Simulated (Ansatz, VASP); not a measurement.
## Zn in VASP and in Ansatz

```
Zn
1.0
    -1.53007    1.53007    1.57598
     1.53007   -1.53007    1.57598
     1.53007    1.53007   -1.57598
Zn
1
Direct
  0.00000 0.00000 0.00000
```

Change from the starting cell: normal strain along x +0.0000, normal strain along z +0.0300.

Alike in both runs: task single point; functional PBEsol; k mesh 20 × 20 × 20; occupations gaussian, width 0.15 eV; no spin polarisation.

```csv
,VASP,Ansatz
version,VASP 6.6.1,Ansatz 0.2.0
potentials or method,"VASP PAW PBE potentials, release 64 (Zn), cutoff 520 eV","scalar-relativistic, plane waves, PAW"
valence electrons in the cell,12,12
```

```tsv
	VASP	Ansatz	Ansatz less VASP
gap on the k mesh at the Fermi level (eV)	none	none	-
pressure (GPa)	-2.0	-2.4	-0.47
traceless stress, the component that is largest in VASP (GPa)	0.82	0.83	+0.015
```

VASP's potentials were made for PBE, not for PBEsol. A gap of «none» marks a metal or a gap that the smearing closes.
